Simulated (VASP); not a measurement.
CaB6, 7 atoms in the cell. Symmetry: Pm-3m, No. 221, cubic system. The conventional cell has a = 4.145 Å, b = 4.145 Å, c = 4.145 Å, α = 90.00°, β = 90.00°, γ = 90.00°. Ca (site symmetry m-3m) has 24 B at 3.05 Å and 6 Ca at 4.14 Å within 4.2 Å. B (site symmetry 4mm) has 5 B at 1.67 to 1.75 Å within 2.2 Å. 

```yaml
Program: VASP 6.6.1
Task: single point
Functional: PBEsol
Potentials_or_basis: VASP PAW PBE potentials, release 64 (Ca_sv, B)
Cutoff: 520 eV
k_mesh: 8 × 8 × 8
Occupations: gaussian, width 0.1 eV
Spin: no spin polarisation
Dipole_correction: no
Further_INCAR_settings: ALGO = Normal; EDIFF = 1e-06; NBANDS = 23
```

Potentials or basis: VASP PAW PBE potentials, release 64 (Ca_sv, B).

The run is started by

```sh
$ cat potpaw_PBE.64/Ca_sv/POTCAR potpaw_PBE.64/B/POTCAR > POTCAR
$ mpirun -np 1 vasp_std > vasp.out
```

Hardware: 1 thread of Intel(R) Xeon(R) 6975P-C (Granite Rapids) (shared host).

**Question.** How long does it take, and how much memory?

**Answer.** Wall time 21 s on 1 thread of Intel(R) Xeon(R) 6975P-C (Granite Rapids), on a shared host, peak memory 0.2 GiB. Counts: scf iterations 15, k points 35.
